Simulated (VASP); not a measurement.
# Zn7S8 (a cell with a defect) in VASP: relaxation of the atoms with LDA

Aim: the relaxation of the atoms of Zn7S8 (a cell with a defect) with LDA.

Everything below comes from runs of VASP 6.6.1. Logs are shortened: lines on timing, memory, paths and dates and some standing lists are left out, and cuts for length are marked.

## Step 1: The cell of the first run

The cell holds a defect, 15 atoms: a = 7.491 Å, b = 7.491 Å, c = 7.491 Å, α = 60.00°, β = 60.00°, γ = 60.00°.

## Step 2: Relaxation of the atoms, LDA (atoms taken out)

INCAR

```
ALGO = Normal ; EDIFF = 1E-6
EDIFFG = -0.02 ; ENCUT = 520
IBRION = 2 ; ISIF = 2
ISMEAR = 0 ; LASPH = True
LCHARG = False ; LREAL = Auto
LWAVE = False ; NELECT = 134.0
NELM = 100 ; NSW = 80
PREC = Accurate ; SIGMA = 0.02
```

KPOINTS

```
k-points
0
Gamma
  2 2 2
```

POSCAR

```
Zn7S8
1.0
    0.0000000000      5.2968478578     -5.2968478578
    5.2968478578      5.2968478578      0.0000000000
    5.2968478578      0.0000000000     -5.2968478578
Zn S
7 8
Direct
    0.0000000000      0.0000000000      0.5000000000
    0.5000000000      0.0000000000      0.5000000000
    0.5000000000      0.5000000000      0.5000000000
    0.0000000000      0.0000000000      1.0000000000
    0.0000000000      0.5000000000      1.0000000000
    0.5000000000      0.0000000000      1.0000000000
    0.5000000000      0.5000000000      1.0000000000
    0.1250000000      0.1250000000      0.1250000000
    0.1250000000      0.6250000000      0.1250000000
    0.6250000000      0.1250000000      0.1250000000
    0.6250000000      0.6250000000      0.1250000000
    0.1250000000      0.1250000000      0.6250000000
    0.1250000000      0.6250000000      0.6250000000
    0.6250000000      0.1250000000      0.6250000000
    0.6250000000      0.6250000000      0.6250000000
```

Potentials or basis: VASP PAW LDA potentials, release 64 (Zn, S).

The run is started by

```console
cat potpaw_LDA.64/Zn/POTCAR potpaw_LDA.64/S/POTCAR > POTCAR
mpirun -np 1 vasp_std > vasp.out
```

OUTCAR:

```text
EDIFF = 1E-6
   EDIFFG = -0.02
   ENCUT = 520
   IBRION = 2
   ISIF = 2
   ISMEAR = 0
   LASPH = True
   LREAL = Auto
   NELECT = 134.0
   NELM = 100
   NSW = 80
   PREC = Accurate

 ion  position               nearest neighbor table
   1  0.000  0.000  0.500-   8 2.29  12 2.29  13 2.29  14 2.29
   2  0.500  0.000  0.500-  10 2.29  12 2.29  14 2.29  15 2.29
   3  0.500  0.500  0.500-  11 2.29  13 2.29  14 2.29  15 2.29
   4  0.000  0.000  0.000-   8 2.29   9 2.29  10 2.29  12 2.29
   5  0.000  0.500  0.000-   8 2.29   9 2.29  11 2.29  13 2.29
   6  0.500  0.000  0.000-   8 2.29  10 2.29  11 2.29  14 2.29
   7  0.500  0.500  0.000-   9 2.29  10 2.29  11 2.29  15 2.29
   8  0.125  0.125  0.125-   1 2.29   4 2.29   5 2.29   6 2.29
   9  0.125  0.625  0.125-   4 2.29   5 2.29   7 2.29
  10  0.625  0.125  0.125-   2 2.29   4 2.29   6 2.29   7 2.29
  11  0.625  0.625  0.125-   3 2.29   5 2.29   6 2.29   7 2.29
  12  0.125  0.125  0.625-   1 2.29   2 2.29   4 2.29
  13  0.125  0.625  0.625-   1 2.29   3 2.29   5 2.29
  14  0.625  0.125  0.625-   1 2.29   2 2.29   3 2.29   6 2.29
  15  0.625  0.625  0.625-   2 2.29   3 2.29   7 2.29

  LATTYP: Found a face centered cubic cell.
 ALAT       =    10.5936957156

  Lattice vectors:

 A1 = (   0.0000000000,   5.2968478578,  -5.2968478578)
 A2 = (   5.2968478578,   5.2968478578,   0.0000000000)
 A3 = (   5.2968478578,   0.0000000000,  -5.2968478578)

Analysis of symmetry for initial positions (statically):
=====================================================================
 Subroutine PRICEL returns:
 Original cell was already a primitive cell.

 Routine SETGRP: Setting up the symmetry group for a
 face centered cubic supercell.

 Subroutine GETGRP returns: Found 24 space group operations
 (whereof  4 operations were pure point group operations)
 out of a pool of 48 trial point group operations.

The static configuration has the point symmetry C_2v.
 The point group associated with its full space group is T_d .

Analysis of symmetry for dynamics (positions and initial velocities):
=====================================================================
 Subroutine PRICEL returns:
 Original cell was already a primitive cell.

 Routine SETGRP: Setting up the symmetry group for a
 face centered cubic supercell.

 Subroutine GETGRP returns: Found 24 space group operations
 (whereof  4 operations were pure point group operations)
 out of a pool of 48 trial point group operations.

The dynamic configuration has the point symmetry C_2v.
 The point group associated with its full space group is T_d .

 Subroutine INISYM returns: Found 24 space group operations
 (whereof  4 operations are pure point group operations),
 and found     1 'primitive' translations

----------------------------------------------------------------------------------------

                                     Primitive cell

  volume of cell :     297.2231

  direct lattice vectors                    reciprocal lattice vectors
     0.000000000  5.296847858 -5.296847858    -0.094395764  0.094395764 -0.094395764
     5.296847858  5.296847858  0.000000000     0.094395764  0.094395764  0.094395764
     5.296847858  0.000000000 -5.296847858     0.094395764 -0.094395764 -0.094395764

  length of vectors
     7.490874078  7.490874078  7.490874078     0.163498259  0.163498259  0.163498259

  position of ions in fractional coordinates (direct lattice)
     0.000000000  0.000000000  0.500000000
     0.500000000  0.000000000  0.500000000
     0.500000000  0.500000000  0.500000000
     0.000000000  0.000000000  0.000000000
     0.000000000  0.500000000  0.000000000
     0.500000000  0.000000000  0.000000000
     0.500000000  0.500000000  0.000000000
     0.125000000  0.125000000  0.125000000
     0.125000000  0.625000000  0.125000000
     0.625000000  0.125000000  0.125000000
     0.625000000  0.625000000  0.125000000
     0.125000000  0.125000000  0.625000000
     0.125000000  0.625000000  0.625000000
     0.625000000  0.125000000  0.625000000
     0.625000000  0.625000000  0.625000000

  ion indices of the primitive-cell ions
   primitive index   ion index
                 1           1
                 2           2
                 3           3
                 4           4
                 5           5
                 6           6
                 7           7
                 8           8
                 9           9
                10          10
                11          11
                12          12
                13          13
                14          14
                15          15

----------------------------------------------------------------------------------------

 KPOINTS: k-points

Automatic generation of k-mesh.
 Grid dimensions read from file:
 generate k-points for:    2    2    2

 Generating k-lattice:

  Cartesian coordinates                     Fractional coordinates (reciprocal lattice)
    -0.047197882  0.047197882 -0.047197882     0.500000000  0.000000000  0.000000000
     0.047197882  0.047197882  0.047197882     0.000000000  0.500000000  0.000000000
     0.047197882 -0.047197882 -0.047197882     0.000000000  0.000000000  0.500000000

  Length of vectors
     0.081749130  0.081749130  0.081749130

  Shift w.r.t. Gamma in fractional coordinates (k-lattice)
     0.000000000  0.000000000  0.000000000

 Subroutine IBZKPT returns following result:
 ===========================================

 Found      3 irreducible k-points:

 Following reciprocal coordinates:
            Coordinates               Weight
  0.000000  0.000000  0.000000      1.000000
  0.500000  0.000000  0.000000      4.000000
  0.500000  0.500000  0.000000      3.000000
   k-points           NKPTS =      3   k-points in BZ     NKDIM =      3   number of bands    NBANDS=     80
   number of dos      NEDOS =    301   number of ions     NIONS =     15
   total plane-waves  NPLWV = 175616
   dimension x,y,z NGX =    56 NGY =   56 NGZ =   56
   dimension x,y,z NGXF=   112 NGYF=  112 NGZF=  112
   ions per type =               7   8
   NGX,Y,Z   is equivalent  to a cutoff of  12.43, 12.43, 12.43 a.u.
   NGXF,Y,Z  is equivalent  to a cutoff of  24.86, 24.86, 24.86 a.u.
 SYSTEM =  unknown system
   PREC   = accura    normal or accurate (medium, high low for compatibility)
   ISTART =      0    job   : 0-new  1-cont  2-samecut
   ICHARG =      2    charge: 1-file 2-atom 10-const
   ISPIN  =      1    spin polarized calculation?
   LNONCOLLINEAR =      F non collinear calculations
   LSORBIT =      F    spin-orbit coupling
   LASPH  =      T    aspherical Exc in radial PAW
   ENCUT  =  520.0 eV  38.22 Ry    6.18 a.u.  13.93 13.93 13.93*2*pi/ulx,y,z
   NELM   =    100;   NELMIN=  2; NELMDL= -5     # of ELM steps
   EDIFF  = 0.1E-05   stopping-criterion for ELM
   LREAL  =      T    real-space projection
   EDIFFG = -.2E-01   stopping-criterion for IOM
   NSW    =     80    number of steps for IOM
   IBRION =      2    ionic relax: 0-MD 1-quasi-New 2-CG
   NFREE  =      1    steps in history (QN), initial steepest desc. (CG)
   ISIF   =      2    stress and relaxation
   ISYM   =      2    0-nonsym 1-usesym 2-fastsym
   POTIM  = 0.5000    time-step for ionic-motion
   TEBEG  =    0.0;   TEEND  =   0.0 temperature during run
   PSTRESS=    0.0 pullay stress
   NELECT =     134.0000    total number of electrons
   NUPDOWN=      -1.0000    fix difference up-down
   EMIN   =  10.00;   EMAX   =-10.00  energy-range for DOS
   EFERMI =   0.00;   METHOD = LEGACY
   ISMEAR =     0;   SIGMA  =   0.02  broadening in eV -4-tet -1-fermi 0-gaus
   EFERMI_NEDOS =   21; number of points for ismear=-14 and -15
   IALGO  =     38    algorithm
   IMIX   =      4    mixing-type and parameters
     AMIX     =   0.40;   BMIX     =  1.00
     AMIX_MAG =   1.60;   BMIX_MAG =  1.00
  volume/ion in A,a.u.               =      19.81       133.72
  Fermi-wavevector in a.u.,A,eV,Ry     =   1.255304  2.372181 21.439901  1.575788
  Thomas-Fermi vector in A             =   2.389067
   LORBIT       =      0    0 simple, 1 ext, 2 COOP (PROOUT), +10 PAW based schemes
   GGA     = CA    functional components
   LHFCALC =     F    Hartree Fock is set to
   AEXX    =    0.0000 exact exchange contribution
   IVDW    =     0    specifies the selected vdW correction
   LEPSILON=     F    determine dielectric tensor
   LRPA    =     F    only Hartree local field effects (RPA)
 conjugate gradient relaxation of ions
 non-spin polarized calculation
 Gauss-broadening in eV      SIGMA  =   0.02
  energy-cutoff  :      520.00
  volume of cell :      297.22
 maximum number of plane-waves:      8026
 NGX is ok and might be reduce to    56
   NGX = 27   NGY = 27   NGZ = 27

--------------------------------------- Ionic step        1  -------------------------------------------

 number of electron     134.0000101 magnetization

 Free energy of the ion-electron system (eV)
  ---------------------------------------------------
  ext. energy  EPLUGINS =         0.00000000
  ---------------------------------------------------
  free energy    TOTEN  =       -54.73405500 eV

  energy without entropy =      -54.73405500  energy(sigma->0) =      -54.73405500

------------------------ aborting loop because EDIFF is reached ----------------------------------------

  FORCE on cell =-STRESS in cart. coord.  units (eV):
  Direction    XX          YY          ZZ          XY          YZ          ZX
  --------------------------------------------------------------------------------------
  -------------------------------------------------------------------------------------
  Total       15.5257078     15.5257078     15.5257078      0.0000000      0.0000000     -0.0000000
  in kB       83.6911430     83.6911430     83.6911430      0.0000000      0.0000000     -0.0000000
  external PRESSURE =      83.6911430 kB  Pullay stress =       0.0000000 kB
[... 279 lines left out ...]
  energy  without entropy=      -55.1981094035  energy(sigma->0) =      -55.19810940

--------------------------------------- Ionic step        7  -------------------------------------------

 number of electron     134.0000010 magnetization

 Free energy of the ion-electron system (eV)
  ---------------------------------------------------
  ext. energy  EPLUGINS =         0.00000000
  ---------------------------------------------------
  free energy    TOTEN  =       -55.19907677 eV

  energy without entropy =      -55.19907677  energy(sigma->0) =      -55.19907677

 E-fermi :   2.5528     XC(G=0): -10.1241

 val. band max:        2.4344891314   @ k =   0.0000   0.0000   0.0000
 cond. band min:       4.3697136326   @ k =   0.0000   0.0000   0.0000
 fundamental gap:      1.9352245012
 Fermi energy:         2.5527947508

 k-point     1 :       0.0000    0.0000    0.0000
  band No.  band energies     occupation
      1     -11.1976      2.00000
      2     -10.2055      2.00000
      3     -10.2055      2.00000
      4     -10.2055      2.00000
      5      -9.8926      2.00000
      6      -9.5089      2.00000
[... 235 lines left out ...]
     78       8.2980      0.00000
     79       8.4596      0.00000
 [bands above 79 left out]

------------------------ aborting loop because EDIFF is reached ----------------------------------------

  FORCE on cell =-STRESS in cart. coord.  units (eV):
  Direction    XX          YY          ZZ          XY          YZ          ZX
  --------------------------------------------------------------------------------------
  -------------------------------------------------------------------------------------
  Total       13.5424021     13.5424021     13.5424021      0.0000000      0.0000000      0.0000000
  in kB       73.0001571     73.0001571     73.0001571      0.0000000      0.0000000      0.0000000
  external PRESSURE =      73.0001571 kB  Pullay stress =       0.0000000 kB
[... 30 lines left out ...]
  FREE ENERGIE OF THE ION-ELECTRON SYSTEM (eV)
  ---------------------------------------------------
  free  energy   TOTEN  =       -55.1990767720 eV

  energy  without entropy=      -55.1990767720  energy(sigma->0) =      -55.19907677

 reached required accuracy - stopping structural energy minimisation
```

It took 16 min on 1 thread of AMD EPYC 7R43 (Zen 3), shared host; peak memory 0.34 GiB.

Results:

- Free energy: -55.1991 eV
- Energy gained by relaxing: 31.0 meV/atom
- Ionic steps: 7
- Largest force after relaxing: 0.014 eV/Å

Forces in eV/Å, atoms in the order of the input:
```
Zn   0.000  0.000  0.014
Zn   0.000  0.014  0.000
Zn  -0.014  0.000  0.000
Zn   0.014  0.000  0.000
Zn   0.000 -0.014  0.000
Zn   0.000  0.000  0.000
Zn   0.000  0.000 -0.014
S   -0.005  0.005 -0.005
S    0.001 -0.001 -0.001
S   -0.005 -0.005  0.005
S    0.005  0.005  0.005
S    0.001  0.001  0.001
S   -0.001 -0.001  0.001
S    0.005 -0.005 -0.005
S   -0.001  0.001 -0.001
```

Step by step:
| step | energy change (eV) | largest force (eV/Å) | pressure (GPa) |
| --- | --- | --- | --- |
| 1 | 0.0000 | 0.9996 | 8.37 |
| 2 | -0.2613 | 0.5547 | 8.21 |
| 3 | -0.4175 | 0.4229 | 8.16 |
| 4 | -0.4578 | 0.1648 | 7.61 |
| 5 | -0.4640 | 0.0464 | 7.33 |
| 6 | -0.4641 | 0.0512 | 7.32 |
| 7 | -0.4650 | 0.0141 | 7.30 |

Final structure:
```xyz
15
Lattice="0.0000 5.2968 -5.2968 5.2968 5.2968 0.0000 5.2968 0.0000 -5.2968" Properties=species:S:1:pos:R:3 pbc="T T T"
Zn    7.9453    5.2968   -2.7747
Zn    7.9453    7.8189   -5.2968
Zn    5.4232    5.2968   -5.2968
Zn   10.4674    5.2968   -5.2968
Zn    7.9453    2.7747   -5.2968
Zn    0.0000    2.6484   -2.6484
Zn    7.9453    5.2968   -7.8189
S     1.3338    1.3146   -1.3146
S     4.0343    3.9109   -1.3859
S     1.3338    3.9822   -3.9822
S     3.9630    6.6114   -3.9822
S     4.0343    1.3859   -3.9109
S     6.5594    3.9109   -3.9109
S     3.9630    3.9822   -6.6114
S     6.5594    6.6828   -6.6828
```

Caveat: the k points lie up to 0.51 Å⁻¹ apart; the cell carries a net charge on a neutralising background, which shifts energy and pressure; the cell differs from its parent crystal (atoms taken out); the cell is charged against a uniform background, so pressure and absolute levels hang on convention.
